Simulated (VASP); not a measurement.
# CdSe (F-43m) in VASP: vibrations by perturbation theory with PBE

Aim: the vibrations by perturbation theory of CdSe with PBE.

All numbers are computed with VASP 6.6.1; they aren't measurements. Logs are shortened: lines on timing, memory, paths and dates and some standing lists are left out, and cuts for length are marked.

## (1) The cell of the first run

It takes space group F-43m (No. 216, cubic). The conventional cell has a = 6.197 Å, b = 6.197 Å, c = 6.197 Å, α = 90.00°, β = 90.00°, γ = 90.00°. Within 3.5 Å of Cd (site symmetry -43m) lie 4 Se at 2.68 Å. Within 3.5 Å of Se (site symmetry -43m) lie 4 Cd at 2.68 Å.

## (2) Vibrations by perturbation theory, PBE

Input file INCAR:

```
PREC = Accurate ; ENCUT = 520
EDIFF = 1E-8 ; ISMEAR = 0
SIGMA = 0.01 ; LREAL = False
LASPH = True ; NELM = 60
ALGO = Normal ; ISIF = 2
LWAVE = False ; LCHARG = True
GGA = PE ; IBRION = 8
NSW = 1 ; LEPSILON = True
```

Input file KPOINTS:

```
regular mesh
0
Gamma
  10 10 10
```

Input file POSCAR:

```
CdSe
1.0
    0.0000000000      3.0984843198      3.0984843198
    3.0984843198      0.0000000000      3.0984843198
    3.0984843198      3.0984843198      0.0000000000
Cd Se
1 1
Direct
    0.0000000000      0.0000000000      0.0000000000
    0.2500000000      0.2500000000      0.2500000000
```

Potentials or basis: VASP PAW PBE potentials, release 64 (Cd, Se).

Run with:

```sh
> cat potpaw_PBE.64/Cd/POTCAR potpaw_PBE.64/Se/POTCAR > POTCAR
> mpirun -np 1 vasp_std > vasp.out
```

OUTCAR:

```text
PREC = Accurate
   ENCUT = 520
   EDIFF = 1E-8
   ISMEAR = 0
   LREAL = False
   LASPH = True
   NELM = 60
   ISIF = 2
   GGA = PE
   IBRION = 8
   NSW = 1
   LEPSILON = True

 ion  position               nearest neighbor table
   1  0.000  0.000  0.000-   2 2.68   2 2.68   2 2.68   2 2.68
   2  0.250  0.250  0.250-   1 2.68   1 2.68   1 2.68   1 2.68

  LATTYP: Found a face centered cubic cell.
 ALAT       =     6.1969686396

  Lattice vectors:

 A1 = (   0.0000000000,   3.0984843198,   3.0984843198)
 A2 = (   3.0984843198,   0.0000000000,   3.0984843198)
 A3 = (   3.0984843198,   3.0984843198,   0.0000000000)

Analysis of symmetry for initial positions (statically):
=====================================================================
 Subroutine PRICEL returns:
 Original cell was already a primitive cell.

 Routine SETGRP: Setting up the symmetry group for a
 face centered cubic supercell.

 Subroutine GETGRP returns: Found 24 space group operations
 (whereof 24 operations were pure point group operations)
 out of a pool of 48 trial point group operations.

The static configuration has the point symmetry T_d .

Analysis of symmetry for dynamics (positions and initial velocities):
=====================================================================
 Subroutine PRICEL returns:
 Original cell was already a primitive cell.

 Routine SETGRP: Setting up the symmetry group for a
 face centered cubic supercell.

 Subroutine GETGRP returns: Found 24 space group operations
 (whereof 24 operations were pure point group operations)
 out of a pool of 48 trial point group operations.

The dynamic configuration has the point symmetry T_d .

 Subroutine INISYM returns: Found 24 space group operations
 (whereof 24 operations are pure point group operations),
 and found     1 'primitive' translations

----------------------------------------------------------------------------------------

                                     Primitive cell

  volume of cell :      59.4946

  direct lattice vectors                    reciprocal lattice vectors
     0.000000000  3.098484320  3.098484320    -0.161369221  0.161369221  0.161369221
     3.098484320  0.000000000  3.098484320     0.161369221 -0.161369221  0.161369221
     3.098484320  3.098484320  0.000000000     0.161369221  0.161369221 -0.161369221

  length of vectors
     4.381918548  4.381918548  4.381918548     0.279499689  0.279499689  0.279499689

  position of ions in fractional coordinates (direct lattice)
     0.000000000  0.000000000  0.000000000
     0.250000000  0.250000000  0.250000000

  ion indices of the primitive-cell ions
   primitive index   ion index
                 1           1
                 2           2

----------------------------------------------------------------------------------------

 KPOINTS: regular mesh

Automatic generation of k-mesh.
 Grid dimensions read from file:
 generate k-points for:   10   10   10

 Generating k-lattice:

  Cartesian coordinates                     Fractional coordinates (reciprocal lattice)
    -0.016136922  0.016136922  0.016136922     0.100000000  0.000000000  0.000000000
     0.016136922 -0.016136922  0.016136922     0.000000000  0.100000000  0.000000000
[... 533 lines left out ...]
  ---------------------------------------------------
  free energy    TOTEN  =        -1.75300158 eV

  energy without entropy =       -1.75300158

------------------------ aborting loop because EDIFF is reached ----------------------------------------

--------------------------------------- Ionic step        2  -------------------------------------------

------------------------ aborting loop because EDIFF is reached ----------------------------------------

--------------------------------------- Ionic step        3  -------------------------------------------

------------------------ aborting loop because EDIFF is reached ----------------------------------------

 PIEZOELECTRIC TENSOR FIELD DIRECTION 3  (e Angst)
 -----------------------------------------------------------------------------
    -0.00099 -2.65486  0.00000           (  0.00000  0.04361  0.00000)
    -2.65486 -0.00099  0.00000           (  0.04361  0.00000  0.00000)
     0.00000  0.00000 -0.00069           (  0.00000  0.00000 -0.00000)

 PIEZOELECTRIC TENSOR FIELD DIRECTION 3  (C/m^2)
 -----------------------------------------------------------------------------
    -0.00027 -0.71495  0.00000
    -0.71495 -0.00027  0.00000
     0.00000  0.00000 -0.00018

--------------------------------------- Ionic step        4  -------------------------------------------

------------------------ aborting loop because EDIFF is reached ----------------------------------------

[... ionic steps 5 to 6 ...]

--------------------------------------- Ionic step        7  -------------------------------------------

 Free energy of the ion-electron system (eV)
  ---------------------------------------------------
  ---------------------------------------------------
  free energy    TOTEN  =        -0.08483924 eV

  energy without entropy =       -0.08483924

------------------------ aborting loop because EDIFF is reached ----------------------------------------

 INTERNAL STRAIN TENSOR  FOR ION    2  DIRECTION 1   (eV/Angst):
 -----------------------------------------------------------------------------
     0.00694  0.00000  0.00000
     0.00000 -0.00106 -5.02874
     0.00000 -5.02874 -0.00106

 MACROSCOPIC STATIC DIELECTRIC TENSOR (including local field effects in DFT)
 ------------------------------------------------------
          11.003375     0.000000    -0.000000
           0.000000    11.003375     0.000000
           0.000000     0.000000    11.003375
 ------------------------------------------------------

 PIEZOELECTRIC TENSOR (including local field effects)  for field in x, y, z        (e  Angst)
          XX          YY          ZZ          XY          YZ          ZX
  --------------------------------------------------------------------------------
  x     0.00000     0.00000     0.00000     0.00000    -2.66612     0.00000
  y    -0.00000    -0.00000    -0.00000     0.00000     0.00000    -2.66612
  z     0.00000     0.00000     0.00000    -2.66612     0.00000     0.00000

 PIEZOELECTRIC TENSOR (including local field effects)  for field in x, y, z        (C/m^2)
          XX          YY          ZZ          XY          YZ          ZX
  --------------------------------------------------------------------------------
  x     0.00000     0.00000     0.00000     0.00000    -0.71798     0.00000
  y    -0.00000    -0.00000    -0.00000     0.00000     0.00000    -0.71798
  z     0.00000     0.00000     0.00000    -0.71798     0.00000     0.00000

 BORN EFFECTIVE CHARGES (including local field effects) (in |e|, cummulative output)
 ---------------------------------------------------------------------------------
 ion    1
    1     2.37228     0.00000     0.00000
    2     0.00000     2.37228     0.00000
    3     0.00000     0.00000     2.37228
 ion    2
    1    -2.37228     0.00000     0.00000
    2     0.00000    -2.37228     0.00000
    3     0.00000     0.00000    -2.37228

 INTERNAL STRAIN TENSOR FOR ION    2 for displacements in x,y,z  (eV/Angst):
          X           Y           Z          XY          YZ          ZX
  --------------------------------------------------------------------------------
  x     0.00000     0.00000    -0.00000     0.00000    -5.02874     0.00000
  y     0.00000     0.00000    -0.00000     0.00000     0.00000    -5.02874
  z     0.00000     0.00000     0.00000    -5.02874     0.00000     0.00000

 SECOND DERIVATIVES (NOT SYMMETRIZED)
 ------------------------------------
               1X          1Y          1Z          2X          2Y          2Z
  1X    -4.180215    0.000000    0.000000    4.180215    0.000000    0.000000
  1Y     0.000000   -4.180215    0.000000    0.000000    4.180215    0.000000
  1Z     0.000000    0.000000   -4.180215    0.000000    0.000000    4.180215
  2X     4.185578    0.000000    0.000000   -4.185578    0.000000    0.000000
  2Y     0.000000    4.185578    0.000000    0.000000   -4.185578    0.000000
  2Z     0.000000    0.000000    4.185578    0.000000    0.000000   -4.185578

 Eigenvectors and eigenvalues of the dynamical matrix
 ----------------------------------------------------

   1 f  =    4.695088 THz    29.500107 2PiTHz  156.611271 cm-1    19.417314 meV
             X         Y         Z           dx          dy          dz
      0.000000  0.000000  0.000000     0.000000    0.642099    0.000000
      1.549242  1.549242  1.549242     0.000000   -0.766622    0.000000
[... 21 lines left out ...]
   6 f/i=    0.001482 THz     0.009309 2PiTHz    0.049419 cm-1     0.006127 meV
             X         Y         Z           dx          dy          dz
      0.000000  0.000000  0.000000     0.000000    0.000000    0.766622
      1.549242  1.549242  1.549242     0.000000    0.000000    0.642099

--------------------------------------------------------------------------------------------------------

 MACROSCOPIC STATIC DIELECTRIC TENSOR IONIC CONTRIBUTION
 ------------------------------------------------------
           4.092083    -0.000000     0.000000
          -0.000000     4.092083     0.000000
           0.000000     0.000000     4.092083
 ------------------------------------------------------

 ELASTIC MODULI CONTR FROM IONIC RELAXATION (kBar)
 Direction    XX          YY          ZZ          XY          YZ          ZX
 --------------------------------------------------------------------------------
 XX          -0.0000     -0.0000      0.0000      0.0000      0.0000      0.0000
 YY          -0.0000     -0.0000      0.0000     -0.0000      0.0000      0.0000
 ZZ           0.0000      0.0000     -0.0000      0.0000     -0.0000     -0.0000
 XY           0.0000     -0.0000      0.0000   -166.2381     -0.0000     -0.0000
 YZ           0.0000      0.0000     -0.0000     -0.0000   -166.2381      0.0000
 ZX           0.0000      0.0000     -0.0000     -0.0000      0.0000   -166.2381
 --------------------------------------------------------------------------------

 PIEZOELECTRIC TENSOR IONIC CONTR  for field in x, y, z        (C/m^2)
          XX          YY          ZZ          XY          YZ          ZX
  --------------------------------------------------------------------------------
  x    -0.00000    -0.00000     0.00000     0.00000     0.77609    -0.00000
  y    -0.00000    -0.00000     0.00000     0.00000    -0.00000     0.77609
  z    -0.00000     0.00000    -0.00000     0.77609     0.00000     0.00000
```

It took 45 min on 1 thread of AMD EPYC 7R13, shared host; peak memory 0.47 GiB.

Results:

| Quantity | Value |
| --- | --- |
| Electronic dielectric tensor (diagonal) | 11.00 |
| Born charges (mean of the diagonal) | Cd +2.37; Se -2.37 e |
| Highest phonon frequency at Γ, LO-TO splitting left out | 157 cm⁻¹ |

Phonon frequencies in cm⁻¹ (negative: imaginary):
| q point | frequencies |
| --- | --- |
| (0.000, 0.000, 0.000) | 0 0 0 157 157 157 |

Electronic dielectric tensor:
```
11.00  0.00  0.00
 0.00 11.00  0.00
 0.00  0.00 11.00
```

Born effective charge tensors (e):
atom 1, Cd
```
2.37 0.00 0.00
0.00 2.37 0.00
0.00 0.00 2.37
```
atom 2, Se
```
-2.37  0.00  0.00
 0.00 -2.37  0.00
 0.00  0.00 -2.37
```
